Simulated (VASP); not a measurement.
Na, 2 atoms in the cell. Symmetry: P6_3/mmc, No. 194, hexagonal system. Conventional cell: a = 3.729 Å, b = 3.729 Å, c = 6.154 Å, α = 90.00°, β = 90.00°, γ = 120.00°. Na (site symmetry -6m2) has 12 Na at 3.73 to 3.76 Å within 4.9 Å.  This cell differs from its parent crystal: equal xx and yy strain of -1 %.

| Item | Value |
| --- | --- |
| Program | VASP 6.6.1 |
| Task | electric field gradients |
| Functional | PBEsol |
| Potentials or basis | VASP PAW PBE potentials, release 64 (Na_pv) |
| Cutoff | 520 eV |
| k mesh | 13 × 13 × 7 |
| Occupations | fermi-dirac, width 0.05 eV |
| Spin | no spin polarisation |
| Dipole correction | no |
| Further INCAR settings | ALGO = Normal; EDIFF = 1e-08; NBANDS = 14 |

Potentials or basis: VASP PAW PBE potentials, release 64 (Na_pv).

Launch:

```console
$ cat potpaw_PBE.64/Na_pv/POTCAR > POTCAR
$ mpirun -np 1 vasp_std > vasp.out
```

Hardware: 1 thread of Intel(R) Xeon(R) Platinum 8488C (Sapphire Rapids) (shared host).

Problem. How long does it take, and how much memory?

Solution. Wall time 76 s on 1 thread of Intel(R) Xeon(R) Platinum 8488C (Sapphire Rapids), with other jobs on the host, peak memory 0.21 GiB. Counts: scf iterations 12, k points 84.
